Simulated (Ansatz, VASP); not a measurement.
## One calculation of HCl, two programs

The input INCAR:

```
SYSTEM = HCl
PREC = Accurate ; ENCUT = 520
EDIFF = 1E-7 ; ISMEAR = 0
SIGMA = 0.15 ; LREAL = .False.
LASPH = .True. ; NELM = 60
ALGO = Normal ; ISIF = 2
LWAVE = .False. ; LCHARG = .False.
GGA = PS ; NBANDS = 11
```

The input KPOINTS:

```
regular mesh
0
Gamma
  16 16 16
  0 0 0
```

The input POSCAR:

```
HCl
1.0
    0.0000000000      2.6750000000      2.9406500000
    2.5150000000      0.0000000000      2.9406500000
    2.5150000000      2.6750000000      0.0000000000
H Cl
1 1
Direct
    0.0000000000      0.0000000000      0.0000000000
    0.5000000000      0.5000000000      0.5000000000
```

Input for Ansatz:

```yaml
crystal:
  lattice:
    - [0.0, 2.675, 2.94065]
    - [2.515, 0.0, 2.94065]
    - [2.515, 2.675, 0.0]
  atoms:
    - { symbol: H, position: [0.0, 0.0, 0.0] }
    - { symbol: Cl, position: [0.5, 0.5, 0.5] }
basis:
  ecutwfc: 420
kpoints:
  mp_grid: { grid: [16, 16, 16] }
hamiltonian:
  xc: pbesol
scf:
  occupations: { method: gaussian, width: 0.15 }
output:
  forces: true
  stress: true
  eigenvalues: true
```

Change from the starting cell: strain +0.0300 x Voigt [0, 0, 1, 0, 0, 0], atoms carried along.

Alike in both runs: task single point; functional PBEsol; k mesh 16 × 16 × 16; occupations gaussian, width 0.15 eV; no spin polarisation.

```csv
,VASP,Ansatz
version,VASP 6.6.1,Ansatz 0.2.0
potentials or method,"VASP PAW PBE potentials, release 64 (H, Cl), cutoff 520 eV","scalar-relativistic, plane waves, PAW"
valence electrons in the cell,8,8
```

```csv
,VASP,Ansatz,Ansatz less VASP
gap on the k mesh at the Fermi level (eV),none,none,-
pressure (GPa),-10.7,-10.6,+0.06
"traceless stress, the component that is largest in VASP (GPa)",-5.71,-5.69,+0.018
```

VASP's potentials were made for PBE, not for PBEsol. A gap of «none» marks a metal or a gap that the smearing closes.
